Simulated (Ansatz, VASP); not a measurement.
One calculation of Ca, two programs

```
Ca
1.0
     0.00000    2.71777    2.71777
     2.71777    0.00000    2.71777
     2.71777    2.71777    0.00000
Ca
1
Direct
  0.00000 0.00000 0.00000
```

Alike in both runs: functional PBE; dispersion D3(BJ); k mesh 14 × 14 × 14; occupations gaussian, width 0.1 eV; no spin polarisation.

Ansatz relaxed the structure, and its values are those at the end. VASP's run is a single point on that final structure, the one shown.

|  | VASP | Ansatz |
| --- | --- | --- |
| version | VASP 6.6.1 | Ansatz 0.2.0 |
| potentials or method | VASP PAW PBE potentials, release 64 (Ca_sv), cutoff 520 eV | scalar-relativistic, plane waves, PAW |
| valence electrons in the cell | 10 | 10 |

```csv
,VASP,Ansatz,Ansatz less VASP
gap on the k mesh at the Fermi level (eV),none,none,-
pressure (GPa),0.0,0.0,0.00
```

A gap of «none» marks a metal or a gap that the smearing closes.
